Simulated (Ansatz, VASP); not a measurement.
## One calculation of B, two programs

Contents of INCAR:

```
  PREC = Accurate
  ENCUT = 500
  EDIFF = 1E-6
  ISMEAR = -1
  SIGMA = 0.05
  LREAL = F
  LASPH = T
  NELM = 120
  ALGO = Normal
  ISIF = 2
  LWAVE = F
  LCHARG = F
  GGA = PE
  NBANDS = 8
  GGA_COMPAT = F
```

The input KPOINTS:

```
Automatic mesh
0
Gamma
  18 18 18
```

Contents of POSCAR:

```
B
1.0
    1.8289429355      0.0000000000      0.0000000000
    0.0000000000      1.8289429355      0.0000000000
    0.0000000000      0.0000000000      1.8855081809
B
1
Direct
    0.0000000000      0.0000000000      0.0000000000
```

Input for Ansatz:

```yaml
crystal:
  lattice:
    - [1.8289429355, 0.0, 0.0]
    - [0.0, 1.8289429355, 0.0]
    - [0.0, 0.0, 1.8855081809]
  atoms:
    - { symbol: B, position: [0.0, 0.0, 0.0] }
kpoints:
  mp_grid: { grid: [18, 18, 18] }
scf:
  occupations: { method: fermi_dirac, width: 0.05 }
hamiltonian:
  xc: pbe
  pseudopotentials: { kind: all_electron, lapw: { basis_error: 0.001 } }
output:
  forces: true
  stress: true
  eigenvalues: true
```

Change from the starting cell: x and y stretched by -3 %, z held.

Alike in both runs: task single point; functional PBE; k mesh 18 × 18 × 18; occupations fermi-dirac, width 0.05 eV; no spin polarisation.

|  | VASP | Ansatz |
| --- | --- | --- |
| version | VASP 6.6.1 | Ansatz 0.2.0 |
| potentials or method | VASP PAW PBE potentials, release 64 (B), cutoff 500 eV | all-electron LAPW, scalar-relativistic |

|  | VASP | Ansatz | Ansatz less VASP |
| --- | --- | --- | --- |
| pressure (GPa) | 16.3 | 16.2 | -0.09 |
| traceless stress, the component that is largest in VASP (GPa) | -4.97 | -4.95 | +0.012 |

Ansatz ran all-electron here, and VASP with PAW potentials.
